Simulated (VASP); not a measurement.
# Sb (P2/m) in VASP: single point with PBEsol

Aim: the single point of Sb with PBEsol.

Program: VASP 6.6.1. These are calculated values, not measurements. Logs are shortened: lines on timing, memory, paths and dates and some standing lists are left out, and cuts for length are marked.

**1. The cell of the first run**

It takes space group P2/m (No. 10, monoclinic). Conventional cell: a = 3.000 Å, b = 3.028 Å, c = 3.225 Å, α = 90.00°, β = 96.99°, γ = 90.00°. Within 4.0 Å of Sb (site symmetry 2/m) lie 6 Sb at 3.00 to 3.22 Å.

**2. Single point, PBEsol (strained)**

Input file INCAR:

```
ALGO = Normal ; EDIFF = 1E-6
ENCUT = 520 ; GGA = PS
ISIF = 2 ; ISMEAR = 0
LASPH = True ; LCHARG = True
LELF = True ; LREAL = False
LVHAR = True ; LWAVE = False
NBANDS = 8 ; NELM = 100
PREC = Accurate ; SIGMA = 0.1
```

Input file KPOINTS:

```
k-points
0
Gamma
  12 12 12
```

Input file POSCAR:

```
Sb
1.0
    2.9943844000     -0.1896000000      0.0000000000
   -0.1896000000      3.2189656000      0.0000000000
    0.0000000000      0.0000000000      3.0279436000
Sb
1
Direct
    0.0000000000      0.0000000000      0.0000000000
```

Potentials or basis: VASP PAW PBE potentials, release 64 (Sb).

The run is started by

```sh
cat potpaw_PBE.64/Sb/POTCAR > POTCAR
mpirun -np 1 vasp_std > vasp.out
```

OUTCAR:

```text
EDIFF = 1E-6
   ENCUT = 520
   GGA = PS
   ISIF = 2
   ISMEAR = 0
   LASPH = True
   LREAL = False
   NELM = 100
   PREC = Accurate

 ion  position               nearest neighbor table
   1  0.000  0.000  0.000-

  LATTYP: Found a simple monoclinic cell.
 ALAT       =     3.0003809916
 B/A-ratio  =     1.0091863695
 C/A-ratio  =     1.0747117051
 COS(beta)  =    -0.1217641276

  Lattice vectors:

 A1 = (   2.9943844000,  -0.1896000000,   0.0000000000)
 A2 = (   0.0000000000,   0.0000000000,  -3.0279436000)
 A3 = (  -0.1896000000,   3.2189656000,   0.0000000000)

Analysis of symmetry for initial positions (statically):
=====================================================================
 Subroutine PRICEL returns:
 Original cell was already a primitive cell.

 Routine SETGRP: Setting up the symmetry group for a
 simple monoclinic supercell.

 Subroutine GETGRP returns: Found  4 space group operations
 (whereof  4 operations were pure point group operations)
 out of a pool of  4 trial point group operations.

The static configuration has the point symmetry C_2h.

Analysis of symmetry for dynamics (positions and initial velocities):
=====================================================================
 Subroutine PRICEL returns:
 Original cell was already a primitive cell.

 Routine SETGRP: Setting up the symmetry group for a
 simple monoclinic supercell.

 Subroutine GETGRP returns: Found  4 space group operations
 (whereof  4 operations were pure point group operations)
 out of a pool of  4 trial point group operations.

The dynamic configuration has the point symmetry C_2h.

 Subroutine INISYM returns: Found  4 space group operations
 (whereof  4 operations are pure point group operations),
 and found     1 'primitive' translations

----------------------------------------------------------------------------------------

                                     Primitive cell

  volume of cell :      29.0770

  direct lattice vectors                    reciprocal lattice vectors
     2.994384400 -0.189600000  0.000000000     0.335208626  0.019744093  0.000000000
    -0.189600000  3.218965600  0.000000000     0.019744093  0.311821748  0.000000000
     0.000000000  0.000000000  3.027943600     0.000000000  0.000000000  0.330257142

  length of vectors
     3.000380992  3.224544572  3.027943600     0.335789595  0.312446206  0.330257142

  position of ions in fractional coordinates (direct lattice)
     0.000000000  0.000000000  0.000000000

  ion indices of the primitive-cell ions
   primitive index   ion index
                 1           1

----------------------------------------------------------------------------------------

 KPOINTS: k-points

Automatic generation of k-mesh.
 Grid dimensions read from file:
 generate k-points for:   12   12   12

 Generating k-lattice:

  Cartesian coordinates                     Fractional coordinates (reciprocal lattice)
     0.027934052  0.001645341  0.000000000     0.083333333 -0.000000000  0.000000000
     0.001645341  0.025985146  0.000000000     0.000000000  0.083333333  0.000000000
     0.000000000  0.000000000  0.027521429     0.000000000  0.000000000  0.083333333

  Length of vectors
     0.027982466  0.026037184  0.027521429

  Shift w.r.t. Gamma in fractional coordinates (k-lattice)
     0.000000000  0.000000000  0.000000000

 Subroutine IBZKPT returns following result:
 ===========================================

 Found    518 irreducible k-points:

 Following reciprocal coordinates:
            Coordinates               Weight
  0.000000  0.000000  0.000000      1.000000
  0.083333 -0.000000  0.000000      2.000000
  0.166667 -0.000000  0.000000      2.000000
  0.250000  0.000000  0.000000      2.000000
  0.333333  0.000000  0.000000      2.000000
  0.416667  0.000000  0.000000      2.000000
[... 16 lines left out ...]
  0.250000  0.166667  0.000000      2.000000
  0.333333  0.166667  0.000000      2.000000
 [... further k-points ...]
   k-points           NKPTS =    518   k-points in BZ     NKDIM =    518   number of bands    NBANDS=      8
   number of dos      NEDOS =    301   number of ions     NIONS =      1
   total plane-waves  NPLWV =  13824
   dimension x,y,z NGX =    24 NGY =   24 NGZ =   24
   dimension x,y,z NGXF=    48 NGYF=   48 NGZF=   48
   ions per type =               1
   NGX,Y,Z   is equivalent  to a cutoff of  13.30, 12.37, 13.18 a.u.
   NGXF,Y,Z  is equivalent  to a cutoff of  26.60, 24.75, 26.35 a.u.
 SYSTEM =  unknown system
   PREC   = accura    normal or accurate (medium, high low for compatibility)
   ISTART =      0    job   : 0-new  1-cont  2-samecut
   ICHARG =      2    charge: 1-file 2-atom 10-const
   ISPIN  =      1    spin polarized calculation?
   LNONCOLLINEAR =      F non collinear calculations
   LSORBIT =      F    spin-orbit coupling
   LASPH  =      T    aspherical Exc in radial PAW
   ENCUT  =  520.0 eV  38.22 Ry    6.18 a.u.   5.58  6.00  5.63*2*pi/ulx,y,z
   NELM   =    100;   NELMIN=  2; NELMDL= -5     # of ELM steps
   EDIFF  = 0.1E-05   stopping-criterion for ELM
   LREAL  =      F    real-space projection
   EDIFFG = 0.1E-04   stopping-criterion for IOM
   NSW    =      0    number of steps for IOM
   IBRION =     -1    ionic relax: 0-MD 1-quasi-New 2-CG
   NFREE  =      0    steps in history (QN), initial steepest desc. (CG)
   ISIF   =      2    stress and relaxation
   ISYM   =      2    0-nonsym 1-usesym 2-fastsym
   POTIM  = 0.5000    time-step for ionic-motion
   TEBEG  =    0.0;   TEEND  =   0.0 temperature during run
   PSTRESS=    0.0 pullay stress
   NELECT =       5.0000    total number of electrons
   NUPDOWN=      -1.0000    fix difference up-down
   EMIN   =  10.00;   EMAX   =-10.00  energy-range for DOS
   EFERMI =   0.00;   METHOD = LEGACY
   ISMEAR =     0;   SIGMA  =   0.10  broadening in eV -4-tet -1-fermi 0-gaus
   EFERMI_NEDOS =   21; number of points for ismear=-14 and -15
   IALGO  =     38    algorithm
   IMIX   =      4    mixing-type and parameters
     AMIX     =   0.40;   BMIX     =  1.00
     AMIX_MAG =   1.60;   BMIX_MAG =  1.00
  volume/ion in A,a.u.               =      29.08       196.22
  Fermi-wavevector in a.u.,A,eV,Ry     =   0.910364  1.720339 11.276006  0.828763
  Thomas-Fermi vector in A             =   2.034518
   LORBIT       =      0    0 simple, 1 ext, 2 COOP (PROOUT), +10 PAW based schemes
   GGA     = PS    functional components
   LHFCALC =     F    Hartree Fock is set to
   AEXX    =    0.0000 exact exchange contribution
   IVDW    =     0    specifies the selected vdW correction
   LEPSILON=     F    determine dielectric tensor
   LRPA    =     F    only Hartree local field effects (RPA)
 non-spin polarized calculation
 Gauss-broadening in eV      SIGMA  =   0.10
  energy-cutoff  :      520.00
  volume of cell :       29.08
 maximum number of plane-waves:       799
 NGX is ok and might be reduce to    24
   NGX = 11   NGY = 11   NGZ = 11

 number of electron       5.0000000 magnetization

 Free energy of the ion-electron system (eV)
  ---------------------------------------------------
  ext. energy  EPLUGINS =         0.00000000
  ---------------------------------------------------
  free energy    TOTEN  =        -4.48244378 eV

  energy without entropy =       -4.47921014  energy(sigma->0) =       -4.48082696

 E-fermi :   7.3081     XC(G=0):  -9.8663

 val. band max:        7.2949424941   @ k =   0.4167   0.3333   0.4167
 cond. band min:       7.3113391340   @ k =  -0.0833   0.1667   0.1667
 fundamental gap:      0.0163966399
 Fermi energy:         7.3080804959

 k-point     1 :       0.0000    0.0000    0.0000
  band No.  band energies     occupation
      1      -5.3136      2.00000
      2       9.4779      0.00000
      3      11.0673      0.00000
      4      11.5641      0.00000
      5      13.5818      0.00000
      6      14.7327      0.00000
      7      16.1216      0.00000
      8      23.9859      0.00000

 k-point     2 :       0.0833   -0.0000    0.0000
  band No.  band energies     occupation
      1      -5.1997      2.00000
      2       9.5143      0.00000
      3      10.2259      0.00000
      4      11.1838      0.00000
      5      13.7115      0.00000
      6      15.1369      0.00000
      7      17.2867      0.00000
      8      22.2566      0.00000

 k-point     3 :       0.1667   -0.0000    0.0000
  band No.  band energies     occupation
      1      -4.8605      2.00000
      2       7.8547      0.00000
      3       9.8712      0.00000
      4      11.5225      0.00000
      5      14.0495      0.00000
      6      15.5103      0.00000
      7      19.5849      0.00000
      8      20.7716      0.00000

 k-point     4 :       0.2500    0.0000    0.0000
  band No.  band energies     occupation
      1      -4.3078      2.00000
      2       5.6486      2.00000
      3      10.2493      0.00000
      4      12.0478      0.00000
      5      14.5761      0.00000
      6      15.9837      0.00000
      7      18.9908      0.00000
      8      22.0236      0.00000

 k-point     5 :       0.3333    0.0000    0.0000
  band No.  band energies     occupation
      1      -3.5783      2.00000
      2       3.6802      2.00000
      3      10.7136      0.00000
      4      12.6821      0.00000
      5      15.1840      0.00000
      6      16.6174      0.00000
      7      17.9273      0.00000
      8      20.6710      0.00000

 k-point     6 :       0.4167    0.0000    0.0000
  band No.  band energies     occupation
      1      -2.7984      2.00000
      2       2.1397      2.00000
      3      11.1372      0.00000
      4      13.2646      0.00000
      5      15.5073      0.00000
      6      17.3597      0.00000
      7      17.6780      0.00000
      8      19.6457      0.00000

 k-point     7 :       0.5000    0.0000    0.0000
  band No.  band energies     occupation
      1      -2.3873      2.00000
      2       1.4724      2.00000
      3      11.3214      0.00000
      4      13.5198      0.00000
      5      15.4749      0.00000
      6      17.8595      0.00000
      7      18.1135      0.00000
      8      18.9585      0.00000
[... 133 lines left out ...]
 k-point    20 :       0.0000    0.1667    0.0000
  band No.  band energies     occupation
      1      -4.9628      2.00000
      2       6.5929      2.00000
      3      11.4006      0.00000
      4      11.7654      0.00000
      5      15.0164      0.00000
      6      16.1700      0.00000
      7      17.4094      0.00000
      8      21.2723      0.00000

 k-point    21 :       0.0833    0.1667    0.0000
  band No.  band energies     occupation
      1      -4.8093      2.00000
      2       6.4856      2.00000
      3      10.0644      0.00000
      4      11.5524      0.00000
      5      15.4003      0.00000
      6      17.3852      0.00000
      7      18.2150      0.00000
      8      22.6995      0.00000

 k-point    22 :       0.1667    0.1667    0.0000
  band No.  band energies     occupation
      1      -4.4324      2.00000
      2       6.5988      2.00000
      3       7.7956      0.00000
      4      11.9239      0.00000
      5      15.7625      0.00000
      6      18.1162      0.00000
      7      20.3227      0.00000
      8      21.6734      0.00000

 k-point    23 :       0.2500    0.1667    0.0000
  band No.  band energies     occupation
      1      -3.8466      2.00000
      2       5.6191      2.00000
      3       6.9252      2.00000
      4      12.4747      0.00000
      5      16.2352      0.00000
      6      18.3614      0.00000
      7      19.9217      0.00000
      8      21.9906      0.00000

 k-point    24 :       0.3333    0.1667    0.0000
  band No.  band energies     occupation
      1      -3.0964      2.00000
      2       3.7100      2.00000
      3       7.4401      0.06182
      4      13.1165      0.00000
      5      16.6532      0.00000
      6      17.3323      0.00000
      7      19.8597      0.00000
      8      20.6949      0.00000

 [... further k-points ...]

------------------------ aborting loop because EDIFF is reached ----------------------------------------

  FORCE on cell =-STRESS in cart. coord.  units (eV):
  Direction    XX          YY          ZZ          XY          YZ          ZX
  --------------------------------------------------------------------------------------
  -------------------------------------------------------------------------------------
  Total        0.4461154     -0.8889943      0.1971817      0.2547089      0.0000000      0.0000000
  in kB       24.5815253    -48.9847202     10.8649611     14.0347875      0.0000000      0.0000000
  external PRESSURE =      -4.5127446 kB  Pullay stress =       0.0000000 kB

 VOLUME and BASIS-vectors are now :
 -----------------------------------------------------------------------------
  energy-cutoff  :      520.00
  volume of cell :       29.08
      direct lattice vectors                 reciprocal lattice vectors
     2.994384400 -0.189600000  0.000000000     0.335208626  0.019744093  0.000000000
    -0.189600000  3.218965600  0.000000000     0.019744093  0.311821748  0.000000000
     0.000000000  0.000000000  3.027943600     0.000000000  0.000000000  0.330257142

 POSITION                                       TOTAL-FORCE (eV/Angst)
 -----------------------------------------------------------------------------------
      0.00000      0.00000      0.00000         0.000000      0.000000      0.000000
 -----------------------------------------------------------------------------------
    total drift:                               -0.000000      0.000000      0.000000

  FREE ENERGIE OF THE ION-ELECTRON SYSTEM (eV)
  ---------------------------------------------------
  free  energy   TOTEN  =        -4.4824437848 eV

  energy  without entropy=       -4.4792101433  energy(sigma->0) =       -4.48082696
```

Wall time 27 s (1 thread of Intel Xeon Platinum 8488C (Sapphire Rapids), shared host); peak memory 0.23 GiB.

What came out:

* Free energy: -4.4824 eV
* Pressure: -0.5 GPa

Caveat: the cell differs from its parent crystal (strained); the PAW data sets were made with another functional, which shifts forces and pressure a little; spin-orbit coupling is left out, which moves the levels of the heavy elements.
